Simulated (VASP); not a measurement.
# CdTe (F-43m) in VASP: further runs

CdTe is run at these levels: revPBE, BLYP, r2SCAN+D3(BJ); tasks: single point.

Everything below comes from runs of VASP 6.6.1. Logs are shortened: lines on timing, memory, paths and dates and some standing lists are left out, and cuts for length are marked.

## Step 1: The cell of the first run

The structure is cubic, space group F-43m (No. 216). Conventional cell: a = 6.781 Å, b = 6.781 Å, c = 6.781 Å, α = 90.00°, β = 90.00°, γ = 90.00°. Cd (site symmetry -43m) has 4 Te at 2.94 Å within 3.9 Å. Within 3.9 Å of Te (site symmetry -43m) lie 4 Cd at 2.94 Å.

## Step 2: Single point, revPBE (volume scaled by 1.04)

INCAR reads:

```
PREC = Accurate ; ENCUT = 520
EDIFF = 1E-6 ; ISMEAR = 0
SIGMA = 0.05 ; LREAL = False
LASPH = True ; NELM = 80
ALGO = Normal ; ISIF = 2
LWAVE = False ; LCHARG = False
GGA = RE ; NBANDS = 16
```

KPOINTS reads:

```
Automatic mesh
0
Gamma
  6 6 6
```

POSCAR reads:

```
CdTe
1.0
    0.0000000000      3.3905916710      3.3905916710
    3.3905916710      0.0000000000      3.3905916710
    3.3905916710      3.3905916710      0.0000000000
Cd Te
1 1
Direct
    0.0000000000      0.0000000000      0.0000000000
    0.2500000000      0.2500000000      0.2500000000
```

Potentials or basis: VASP PAW PBE potentials, release 64 (Cd, Te).

On the command line:

```sh
$ cat potpaw_PBE.64/Cd/POTCAR potpaw_PBE.64/Te/POTCAR > POTCAR
$ mpirun -np 1 vasp_std > vasp.out
```

OUTCAR:

```text
PREC = Accurate
   ENCUT = 520
   EDIFF = 1E-6
   ISMEAR = 0
   LREAL = False
   LASPH = True
   NELM = 80
   ISIF = 2
   GGA = RE

 ion  position               nearest neighbor table
   1  0.000  0.000  0.000-   2 2.94   2 2.94   2 2.94   2 2.94
   2  0.250  0.250  0.250-   1 2.94   1 2.94   1 2.94   1 2.94

  LATTYP: Found a face centered cubic cell.
 ALAT       =     6.7811833420

  Lattice vectors:

 A1 = (   0.0000000000,   3.3905916710,   3.3905916710)
 A2 = (   3.3905916710,   0.0000000000,   3.3905916710)
 A3 = (   3.3905916710,   3.3905916710,   0.0000000000)

Analysis of symmetry for initial positions (statically):
=====================================================================
 Subroutine PRICEL returns:
 Original cell was already a primitive cell.

 Routine SETGRP: Setting up the symmetry group for a
 face centered cubic supercell.

 Subroutine GETGRP returns: Found 24 space group operations
 (whereof 24 operations were pure point group operations)
 out of a pool of 48 trial point group operations.

The static configuration has the point symmetry T_d .

Analysis of symmetry for dynamics (positions and initial velocities):
=====================================================================
 Subroutine PRICEL returns:
 Original cell was already a primitive cell.

 Routine SETGRP: Setting up the symmetry group for a
 face centered cubic supercell.

 Subroutine GETGRP returns: Found 24 space group operations
 (whereof 24 operations were pure point group operations)
 out of a pool of 48 trial point group operations.

The dynamic configuration has the point symmetry T_d .

 Subroutine INISYM returns: Found 24 space group operations
 (whereof 24 operations are pure point group operations),
 and found     1 'primitive' translations

----------------------------------------------------------------------------------------

                                     Primitive cell

  volume of cell :      77.9572

  direct lattice vectors                    reciprocal lattice vectors
     0.000000000  3.390591671  3.390591671    -0.147466887  0.147466887  0.147466887
     3.390591671  0.000000000  3.390591671     0.147466887 -0.147466887  0.147466887
     3.390591671  3.390591671  0.000000000     0.147466887  0.147466887 -0.147466887

  length of vectors
     4.795020726  4.795020726  4.795020726     0.255420141  0.255420141  0.255420141

  position of ions in fractional coordinates (direct lattice)
     0.000000000  0.000000000  0.000000000
     0.250000000  0.250000000  0.250000000

  ion indices of the primitive-cell ions
   primitive index   ion index
                 1           1
                 2           2

----------------------------------------------------------------------------------------

 KPOINTS: Automatic mesh

Automatic generation of k-mesh.
 Grid dimensions read from file:
 generate k-points for:    6    6    6

 Generating k-lattice:

  Cartesian coordinates                     Fractional coordinates (reciprocal lattice)
    -0.024577815  0.024577815  0.024577815     0.166666667  0.000000000  0.000000000
     0.024577815 -0.024577815  0.024577815     0.000000000  0.166666667  0.000000000
     0.024577815  0.024577815 -0.024577815     0.000000000  0.000000000  0.166666667

  Length of vectors
     0.042570024  0.042570024  0.042570024

  Shift w.r.t. Gamma in fractional coordinates (k-lattice)
     0.000000000  0.000000000  0.000000000

 Subroutine IBZKPT returns following result:
 ===========================================

 Found     16 irreducible k-points:

 Following reciprocal coordinates:
            Coordinates               Weight
  0.000000  0.000000  0.000000      1.000000
  0.166667  0.000000  0.000000      8.000000
  0.333333  0.000000  0.000000      8.000000
  0.500000  0.000000  0.000000      4.000000
  0.166667  0.166667  0.000000      6.000000
  0.333333  0.166667  0.000000     24.000000
[... 8 lines left out ...]
 -0.333333  0.333333  0.166667     24.000000
 -0.333333  0.500000  0.166667     12.000000
   k-points           NKPTS =     16   k-points in BZ     NKDIM =     16   number of bands    NBANDS=     16
   number of dos      NEDOS =    301   number of ions     NIONS =      2
   total plane-waves  NPLWV =  46656
   dimension x,y,z NGX =    36 NGY =   36 NGZ =   36
   dimension x,y,z NGXF=    72 NGYF=   72 NGZF=   72
   ions per type =               1   1
   NGX,Y,Z   is equivalent  to a cutoff of  12.48, 12.48, 12.48 a.u.
   NGXF,Y,Z  is equivalent  to a cutoff of  24.96, 24.96, 24.96 a.u.
 SYSTEM =  unknown system
   PREC   = accura    normal or accurate (medium, high low for compatibility)
   ISTART =      0    job   : 0-new  1-cont  2-samecut
   ICHARG =      2    charge: 1-file 2-atom 10-const
   ISPIN  =      1    spin polarized calculation?
   LNONCOLLINEAR =      F non collinear calculations
   LSORBIT =      F    spin-orbit coupling
   LASPH  =      T    aspherical Exc in radial PAW
   ENCUT  =  520.0 eV  38.22 Ry    6.18 a.u.   8.92  8.92  8.92*2*pi/ulx,y,z
   NELM   =     80;   NELMIN=  2; NELMDL= -5     # of ELM steps
   EDIFF  = 0.1E-05   stopping-criterion for ELM
   LREAL  =      F    real-space projection
   EDIFFG = 0.1E-04   stopping-criterion for IOM
   NSW    =      0    number of steps for IOM
   IBRION =     -1    ionic relax: 0-MD 1-quasi-New 2-CG
   NFREE  =      0    steps in history (QN), initial steepest desc. (CG)
   ISIF   =      2    stress and relaxation
   ISYM   =      2    0-nonsym 1-usesym 2-fastsym
   POTIM  = 0.5000    time-step for ionic-motion
   TEBEG  =    0.0;   TEEND  =   0.0 temperature during run
   PSTRESS=    0.0 pullay stress
   NELECT =      18.0000    total number of electrons
   NUPDOWN=      -1.0000    fix difference up-down
   EMIN   =  10.00;   EMAX   =-10.00  energy-range for DOS
   EFERMI =   0.00;   METHOD = LEGACY
   ISMEAR =     0;   SIGMA  =   0.05  broadening in eV -4-tet -1-fermi 0-gaus
   EFERMI_NEDOS =   21; number of points for ismear=-14 and -15
   IALGO  =     38    algorithm
   IMIX   =      4    mixing-type and parameters
     AMIX     =   0.40;   BMIX     =  1.00
     AMIX_MAG =   1.60;   BMIX_MAG =  1.00
  volume/ion in A,a.u.               =      38.98       263.04
  Fermi-wavevector in a.u.,A,eV,Ry     =   1.004339  1.897925 13.724144  1.008696
  Thomas-Fermi vector in A             =   2.136948
   LORBIT       =      0    0 simple, 1 ext, 2 COOP (PROOUT), +10 PAW based schemes
   GGA     = RE    functional components
   LHFCALC =     F    Hartree Fock is set to
   AEXX    =    0.0000 exact exchange contribution
   IVDW    =     0    specifies the selected vdW correction
   LEPSILON=     F    determine dielectric tensor
   LRPA    =     F    only Hartree local field effects (RPA)
 non-spin polarized calculation
 Gauss-broadening in eV      SIGMA  =   0.05
  energy-cutoff  :      520.00
  volume of cell :       77.96
 maximum number of plane-waves:      2126
   NGX = 17   NGY = 17   NGZ = 17

 number of electron      17.9999993 magnetization

 Free energy of the ion-electron system (eV)
  ---------------------------------------------------
  ext. energy  EPLUGINS =         0.00000000
  ---------------------------------------------------
  free energy    TOTEN  =        -4.24841948 eV

  energy without entropy =       -4.24841948  energy(sigma->0) =       -4.24841948

 E-fermi :   1.5148     XC(G=0):  -7.8105

 val. band max:        1.3059560483   @ k =   0.0000   0.0000   0.0000
 cond. band min:       1.7870262285   @ k =   0.0000   0.0000   0.0000
 fundamental gap:      0.4810701802
 Fermi energy:         1.5148337499

 k-point     1 :       0.0000    0.0000    0.0000
  band No.  band energies     occupation
      1      -9.1499      2.00000
      2      -6.6194      2.00000
      3      -6.6194      2.00000
      4      -6.6194      2.00000
      5      -6.4483      2.00000
      6      -6.4483      2.00000
[... 8 lines left out ...]
     15      10.4271      0.00000
     16      10.4271      0.00000

 k-point     2 :       0.1667    0.0000    0.0000
  band No.  band energies     occupation
      1      -9.0801      2.00000
      2      -6.6073      2.00000
      3      -6.6073      2.00000
      4      -6.5492      2.00000
      5      -6.4488      2.00000
      6      -6.4488      2.00000
[... 8 lines left out ...]
     15       9.7474      0.00000
     16       9.7474      0.00000

 k-point     3 :       0.3333    0.0000    0.0000
  band No.  band energies     occupation
      1      -8.9424      2.00000
      2      -6.5862      2.00000
      3      -6.5862      2.00000
      4      -6.4459      2.00000
      5      -6.4459      2.00000
      6      -6.3436      2.00000
[... 8 lines left out ...]
     15      10.0724      0.00000
     16      10.0724      0.00000

 k-point     4 :       0.5000    0.0000    0.0000
  band No.  band energies     occupation
      1      -8.8754      2.00000
      2      -6.5778      2.00000
      3      -6.5778      2.00000
      4      -6.4421      2.00000
      5      -6.4421      2.00000
      6      -6.1887      2.00000
[... 8 lines left out ...]
     15      11.3173      0.00000
     16      11.3173      0.00000
[... 172 lines left out ...]
 k-point    14 :       0.5000    0.3333    0.1667
  band No.  band energies     occupation
      1      -8.8555      2.00000
      2      -6.5573      2.00000
      3      -6.5508      2.00000
      4      -6.4705      2.00000
      5      -6.4392      2.00000
      6      -6.1984      2.00000
[... 8 lines left out ...]
     15      11.2169      0.00000
     16      12.1596      0.00000

 k-point    15 :      -0.3333    0.3333    0.1667
  band No.  band energies     occupation
      1      -8.8132      2.00000
      2      -6.5515      2.00000
      3      -6.5416      2.00000
      4      -6.4620      2.00000
      5      -6.4446      2.00000
      6      -6.0844      2.00000
[... 8 lines left out ...]
     15      11.4526      0.00000
     16      11.9609      0.00000

 k-point    16 :      -0.3333    0.5000    0.1667
  band No.  band energies     occupation
      1      -8.7925      2.00000
      2      -6.5350      2.00000
      3      -6.5297      2.00000
      4      -6.4764      2.00000
      5      -6.4384      2.00000
      6      -6.0531      2.00000
[... 8 lines left out ...]
     15      11.8424      0.00000
     16      12.2244      0.00000

------------------------ aborting loop because EDIFF is reached ----------------------------------------

  FORCE on cell =-STRESS in cart. coord.  units (eV):
  Direction    XX          YY          ZZ          XY          YZ          ZX
  --------------------------------------------------------------------------------------
  -------------------------------------------------------------------------------------
  Total       -0.5116843     -0.5116843     -0.5116843      0.0000000     -0.0000000      0.0000000
  in kB      -10.5161363    -10.5161363    -10.5161363      0.0000000     -0.0000000      0.0000000
  external PRESSURE =     -10.5161363 kB  Pullay stress =       0.0000000 kB

 VOLUME and BASIS-vectors are now :
 -----------------------------------------------------------------------------
  energy-cutoff  :      520.00
  volume of cell :       77.96
      direct lattice vectors                 reciprocal lattice vectors
     0.000000000  3.390591671  3.390591671    -0.147466887  0.147466887  0.147466887
     3.390591671  0.000000000  3.390591671     0.147466887 -0.147466887  0.147466887
     3.390591671  3.390591671  0.000000000     0.147466887  0.147466887 -0.147466887

 POSITION                                       TOTAL-FORCE (eV/Angst)
 -----------------------------------------------------------------------------------
      0.00000      0.00000      0.00000         0.000000      0.000000      0.000000
      1.69530      1.69530      1.69530        -0.000000     -0.000000     -0.000000
 -----------------------------------------------------------------------------------
    total drift:                               -0.000001     -0.000001     -0.000001

  FREE ENERGIE OF THE ION-ELECTRON SYSTEM (eV)
  ---------------------------------------------------
  free  energy   TOTEN  =        -4.2484194790 eV

  energy  without entropy=       -4.2484194789  energy(sigma->0) =       -4.24841948
```

Run time: 31 s. Hardware: 1 thread of Intel Xeon 8259CL, shared host; peak memory 0.21 GiB.

Results:

* Free energy: -4.2484 eV
* Pressure: -1.1 GPa
* Band gap on the k mesh: 0.48 eV, direct

Caveat: the cell differs from its parent crystal (volume scaled by 1.04); the PAW data sets were made with another functional, which shifts forces and pressure a little; spin-orbit coupling is left out, which moves the levels of the heavy elements.

## Step 3: Single point, BLYP (volume scaled by 1.04)

INCAR reads:

```
SYSTEM = CdTe
PREC = Accurate ; ENCUT = 520
EDIFF = 1E-6 ; ISMEAR = 0
SIGMA = 0.05 ; LREAL = .FALSE.
LASPH = .TRUE. ; NELM = 80
ALGO = Normal ; ISIF = 2
LWAVE = .FALSE. ; LCHARG = .FALSE.
GGA = B5 ; ALDAX = 1.0
AGGAX = 1.0 ; AGGAC = 1.0
ALDAC = 0.0 ; NBANDS = 16
```

KPOINTS reads:

```
regular mesh
0
G
  6 6 6
  0 0 0
```

POSCAR reads:

```
CdTe
1.0
    0.0000000000      3.4259714482      3.4259714482
    3.4259714482      0.0000000000      3.4259714482
    3.4259714482      3.4259714482      0.0000000000
Cd Te
1 1
Direct
    0.0000000000      0.0000000000      0.0000000000
    0.2500000000      0.2500000000      0.2500000000
```

Potentials or basis: VASP PAW PBE potentials, release 64 (Cd, Te).

On the command line:

```sh
$ cat potpaw_PBE.64/Cd/POTCAR potpaw_PBE.64/Te/POTCAR > POTCAR
$ mpirun -np 1 vasp_std > vasp.out
```

It took 54 s on 1 thread of Intel Xeon 8259CL, shared host; peak memory 0.21 GiB.

It converged, with:

```yaml
Free_energy: -3.8181 eV
Pressure: -0.9 GPa
Band_gap_on_the_k_mesh: 0.20 eV, direct
```

Levels at points of the mesh, in eV from the valence-band top:
```csv
k point,band 6,band 7,band 8,band 9,band 10,band 11,band 12,band 13
"(0.00, 0.00, 0.00)",-7.76,0.00,0.00,0.00,0.20,4.67,4.67,4.67
"(0.50, 0.00, 0.00)",-7.52,-3.59,-0.56,-0.56,1.58,5.22,5.22,6.80
"(0.50, 0.50, 0.00)",-7.43,-3.60,-1.36,-1.36,2.58,2.99,8.08,8.23
```

Caveat: the cell differs from its parent crystal (volume scaled by 1.04); the PAW data sets were made with another functional, which shifts forces and pressure a little; spin-orbit coupling is left out, which moves the levels of the heavy elements.

## Step 4: Single point, r2SCAN+D3(BJ)

This run uses another cell than the first one, of 32.92 Å³/atom, 0.845 times its volume.

POSCAR reads:

```
CdTe
1.0
    0.0000000000      3.2049986979      3.2049986979
    3.2049986979      0.0000000000      3.2049986979
    3.2049986979      3.2049986979      0.0000000000
Cd Te
1 1
Direct
    0.0000000000      0.0000000000      0.0000000000
    0.2500000000      0.2500000000      0.2500000000
```

INCAR.step1 reads:

```
SYSTEM = CdTe
PREC = Accurate
ENCUT = 520
ISMEAR = 0
SIGMA = 0.05
LREAL = .FALSE.
LASPH = .TRUE.
NELM = 60
NBANDS = 16
GGA = PE
ALGO = Normal
EDIFF = 1E-4
LWAVE = .TRUE.
LCHARG = .FALSE.
```

INCAR.step2 reads:

```
SYSTEM = CdTe
PREC = Accurate
ENCUT = 520
EDIFF = 1E-7
ISMEAR = 0
SIGMA = 0.05
LREAL = .FALSE.
LASPH = .TRUE.
NELM = 60
ALGO = Normal
ISIF = 2
LWAVE = .FALSE.
LCHARG = .FALSE.
METAGGA = R2SCAN
LMIXTAU = .TRUE.
IVDW = 12
VDW_S6 = 1.0
VDW_S8 = 0.78981345
VDW_A1 = 0.49484001
VDW_A2 = 5.73083694
NBANDS = 16
ISTART = 1
```

KPOINTS is that of step 3.

On the command line:

```sh
$ cat potpaw_PBE.64/Cd/POTCAR potpaw_PBE.64/Te/POTCAR > POTCAR
$ cp INCAR.step1 INCAR
$ mpirun -np 1 vasp_std > vasp.out
$ cp INCAR.step2 INCAR
$ mpirun -np 1 vasp_std > vasp.out
```

It took 2.4 min on 1 thread of Intel Xeon 8259CL, shared host; peak memory 0.23 GiB.

It converged, with:

```yaml
Free_energy: -46.9383 eV
Pressure: 2.5 GPa
Band_gap_on_the_k_mesh: 1.38 eV, direct
Dispersion_energy_per_atom: -0.172 eV
```

Levels at points of the mesh, in eV from the valence-band top:
```csv
k point,band 7,band 8,band 9,band 10,band 11,band 12
"(0.00, 0.00, 0.00)",0.00,0.00,0.00,1.38,5.00,5.00
"(0.50, 0.00, 0.00)",-4.70,-0.84,-0.84,2.27,5.57,5.57
"(0.50, 0.50, 0.00)",-4.53,-2.03,-2.03,2.80,2.97,9.67
```

Caveat: three body term missing; the PAW data sets were made with another functional, which shifts forces and pressure a little; spin-orbit coupling is left out, which moves the levels of the heavy elements.

## Step 5: Single point, r2SCAN+D3(BJ)

This run uses another cell than the first one, of 33.49 Å³/atom, 0.859 times its volume.

POSCAR reads:

```
CdTe
1.0
    0.0000000000      3.2233156271      3.2233156271
    3.2233156271      0.0000000000      3.2233156271
    3.2233156271      3.2233156271      0.0000000000
Cd Te
1 1
Direct
    0.0000000000      0.0000000000      0.0000000000
    0.2500000000      0.2500000000      0.2500000000
```

INCAR.step1 reads:

```
SYSTEM = CdTe
PREC     = Accurate       ! precision mode
ENCUT    = 520            ! plane-wave cutoff, eV
ISMEAR   = 0              ! smearing method
SIGMA    = 0.05           ! smearing width, eV
LREAL    = .False.        ! projectors in reciprocal space
LASPH    = .True.         ! aspherical terms in the spheres
NELM     = 60             ! most SCF steps
NBANDS   = 16             ! bands
GGA      = PE             ! functional
ALGO     = Normal         ! electronic algorithm
EDIFF    = 1E-4           ! SCF threshold, eV
LWAVE    = .True.         ! write WAVECAR
LCHARG   = .False.        ! write CHGCAR
```

INCAR.step2 reads:

```
SYSTEM = CdTe
PREC     = Accurate       ! precision mode
ENCUT    = 520            ! plane-wave cutoff, eV
EDIFF    = 1E-6           ! SCF threshold, eV
ISMEAR   = 0              ! smearing method
SIGMA    = 0.05           ! smearing width, eV
LREAL    = .False.        ! projectors in reciprocal space
LASPH    = .True.         ! aspherical terms in the spheres
NELM     = 60             ! most SCF steps
ALGO     = Normal         ! electronic algorithm
ISIF     = 2              ! what is computed and relaxed
LWAVE    = .False.        ! write WAVECAR
LCHARG   = .False.        ! write CHGCAR
METAGGA  = R2SCAN         ! meta-GGA
LMIXTAU  = .True.       
IVDW     = 12             ! dispersion correction
VDW_S6   = 1.0          
VDW_S8   = 0.78981345   
VDW_A1   = 0.49484001   
VDW_A2   = 5.73083694   
NBANDS   = 16             ! bands
ISTART   = 1
```

KPOINTS reads:

```
regular mesh
0
Gamma
  6 6 6
  0 0 0
```

On the command line:

```sh
$ cat potpaw_PBE.64/Cd/POTCAR potpaw_PBE.64/Te/POTCAR > POTCAR
$ cp INCAR.step1 INCAR
$ mpirun -np 1 vasp_std > vasp.out
$ cp INCAR.step2 INCAR
$ mpirun -np 1 vasp_std > vasp.out
```

Run time: 2.1 min. Hardware: 1 thread of Intel Xeon 8259CL, shared host; peak memory 0.23 GiB.

Results (log left out):

* Free energy: -46.9531 eV
* Pressure: 1.7 GPa
* Band gap on the k mesh: 1.33 eV, direct
* Dispersion energy per atom: -0.170 eV

Levels at points of the mesh, in eV from the valence-band top:
```tsv
k point	band 7	band 8	band 9	band 10	band 11	band 12
(0.00, 0.00, 0.00)	0.00	0.00	0.00	1.33	5.02	5.02
(0.50, 0.00, 0.00)	-4.60	-0.82	-0.82	2.25	5.58	5.58
(0.50, 0.50, 0.00)	-4.44	-1.97	-1.97	2.84	2.98	9.57
```

Caveat: three body term missing; the PAW data sets were made with another functional, which shifts forces and pressure a little; spin-orbit coupling is left out, which moves the levels of the heavy elements. r2SCAN opens gaps a little over a GGA but as a rule still falls short of measured ones.

## Step 6: Overview

```csv
level,cell,gap on the mesh (eV),pressure (GPa)
revPBE,"a = 4.795 Å, angles 60.0°, 2 atoms",0.48,-1.1
BLYP,"a = 4.845 Å, angles 60.0°, 2 atoms",0.20,-0.9
r2SCAN+D3(BJ),"a = 4.533 Å, angles 60.0°, 2 atoms",1.38,2.5
r2SCAN+D3(BJ),"a = 4.558 Å, angles 60.0°, 2 atoms",1.33,1.7
```

Alike in all rows: task single point; potentials or basis VASP PAW PBE potentials, release 64 (Cd, Te); no spin polarisation; k mesh 6 × 6 × 6; cutoff (eV) 520; smearing gaussian 0.05 eV.

Caveats: the PAW data sets were made with another functional, which shifts forces and pressure a little; spin-orbit coupling is left out, which moves the levels of the heavy elements; three body term missing (some runs).

Absolute energies hang on the potentials; compare differences alone.
